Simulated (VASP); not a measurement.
Input of a VASP 6.6.1 run:

File INCAR:

```
SYSTEM = TaAg2Br6
PREC     = Accurate       ! precision mode
ENCUT    = 520            ! plane-wave cutoff, eV
EDIFF    = 1E-6           ! SCF threshold, eV
ISMEAR   = 0              ! smearing method
SIGMA    = 0.1            ! smearing width, eV
LREAL    = .False.        ! projectors in reciprocal space
LASPH    = .True.         ! aspherical terms in the spheres
NELM     = 100            ! most SCF steps
ALGO     = Normal         ! electronic algorithm
ISIF     = 2              ! what is computed and relaxed
LWAVE    = .False.        ! write WAVECAR
LCHARG   = .False.        ! write CHGCAR
GGA      = PE             ! functional
NBANDS   = 48             ! bands
```

The input KPOINTS:

```
regular mesh
0
Gamma
  4 4 4
  0 0 0
```

The input POSCAR:

```
TaAg2Br6
1.0
    0.0000000000      5.1745753118      5.1745753118
    5.1745753118      0.0000000000      5.1745753118
    5.1745753118      5.1745753118      0.0000000000
Ta Ag Br
1 2 6
Direct
    0.0000000000      0.0000000000      0.0000000000
    0.2500000000      0.2500000000      0.2500000000
    0.7500000000      0.7500000000      0.7500000000
    0.7551360606      0.2448639394      0.2448639394
    0.2448639394      0.7551360606      0.2448639394
    0.2448639394      0.2448639394      0.7551360606
    0.2448639394      0.7551360606      0.7551360606
    0.7551360606      0.2448639394      0.7551360606
    0.7551360606      0.7551360606      0.2448639394
```

Potentials or basis: VASP PAW PBE potentials, release 64 (Ta_pv, Ag, Br).

Run with:

```bash
$ cat potpaw_PBE.64/Ta_pv/POTCAR potpaw_PBE.64/Ag/POTCAR potpaw_PBE.64/Br/POTCAR > POTCAR
$ mpirun -np 1 vasp_std > vasp.out
```

Q: Estimate the largest force.

A: 0.031 eV/Å.

Q: What does it give for the pressure?

A: -0.1 GPa.

Q: Estimate the band gap on the k mesh.

A: Zero (an odd number of electrons rules out a gap without spin polarisation).

Forces on the atoms (eV/Å):
```
Ta   0.000  0.000  0.000
Ag   0.000  0.000  0.000
Ag   0.000  0.000  0.000
Br   0.031  0.000  0.000
Br   0.000  0.031  0.000
Br   0.000  0.000  0.031
Br  -0.031  0.000  0.000
Br   0.000 -0.031  0.000
Br   0.000  0.000 -0.031
```

Caveat: spin-orbit coupling is left out, which moves the levels of the heavy elements; an odd number of electrons without spin polarisation forces a metal; a magnetic or distorted state may lie lower.
